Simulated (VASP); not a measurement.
# B2P: single point with r2SCAN

The system is B2P.

```
B P
1.0
     4.36028    0.00000    0.00000
    -2.18014    3.77612    0.00000
     0.00000    0.00000    3.65175
B P
4 2
Direct
  0.00000 0.00000 0.00000
  0.00000 0.00000 0.50000
  0.33333 0.66667 0.75000
  0.66667 0.33333 0.25000
  0.33333 0.66667 0.25000
  0.66667 0.33333 0.75000
```

```yaml
Program: VASP 6.6.1
Task: single point
Functional: r2SCAN
Potentials_or_basis: VASP PAW PBE potentials, release 64 (B, P)
Cutoff: 520 eV
k_mesh: 12 × 12 × 10
Occupations: gaussian, width 0.1 eV
Spin: no spin polarisation
```

- Pressure: -0.4 GPa
- Band gap on the k mesh: zero (band 11 reaches 10.22 eV, above the bottom of band 12 at 5.48 eV)

Stress tensor (GPa, compression positive):
```
 0.08  0.00  0.00
 0.00  0.08  0.00
 0.00  0.00 -1.39
```

Levels at points of the mesh, in eV from the Fermi level:
| k point | band 9 | band 10 | band 11 | band 12 | band 13 | band 14 |
| --- | --- | --- | --- | --- | --- | --- |
| (0.00, 0.00, 0.00) | -5.64 | -4.90 | -0.81 | 2.61 | 2.61 | 3.23 |
| (0.50, 0.00, 0.00) | -1.40 | -1.29 | 0.04 | 0.44 | 0.94 | 0.96 |
| (0.00, 0.00, 0.50) | -3.90 | -3.90 | -2.75 | -2.75 | -2.75 | -2.75 |
| (0.50, 0.00, 0.50) | 0.45 | 0.45 | 0.62 | 0.62 | 3.18 | 3.18 |

Run time: 2.3 min on 1 thread of Intel(R) Xeon(R) 6975P-C (Granite Rapids) (shared host), peak memory 0.24 GiB.

Caveat: the PAW data sets were made with another functional, which shifts forces and pressure a little.
